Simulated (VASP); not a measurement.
Write the native input for VASP 6.6.1 that does the following.

| Property | Result |
| --- | --- |
| Task | single point |
| Functional | PBE |
| Potentials or basis | VASP PAW PBE potentials, release 64 (Li_sv, F) |
| Cutoff | 520 eV |
| k mesh | 8 × 8 × 8 |
| Occupations | gaussian, width 0.1 eV |
| Spin | no spin polarisation |
| Dipole correction | no |
| Further INCAR settings | ALGO = Normal; EDIFF = 1e-06; NBANDS = 12 |

The structure of LiF lies in POSCAR:

```
LiF
1.0
    0.0000000000      2.0343001485      2.0343001485
    2.0343001485      0.0000000000      2.0343001485
    2.0343001485      2.0343001485      0.0000000000
Li F
1 1
Direct
    0.5000000000      0.5000000000      0.5000000000
    0.0000000000      0.0000000000      0.0000000000
```

These files were run (other wordings do the same):

INCAR

```
PREC = Accurate
ENCUT = 520
EDIFF = 1E-6
ISMEAR = 0
SIGMA = 0.1
LREAL = F
LASPH = T
NELM = 60
ALGO = Normal
ISIF = 2
LWAVE = F
LCHARG = T
GGA = PE
LELF = T
LVHAR = T
NBANDS = 12
```

KPOINTS

```
regular mesh
0
Gamma
  8 8 8
```

Potentials or basis: VASP PAW PBE potentials, release 64 (Li_sv, F).

Command:

```sh
$ cat potpaw_PBE.64/Li_sv/POTCAR potpaw_PBE.64/F/POTCAR > POTCAR
$ mpirun -np 1 vasp_std > vasp.out
```

It gave:

```
Band gap on the k mesh : 8.82 eV, direct
```

It took 5.2 s on 1 thread of Intel(R) Xeon(R) Platinum 8259CL CPU @ 2.50GHz (Skylake/Cascade Lake) (shared host), peak memory 0.13 GiB.
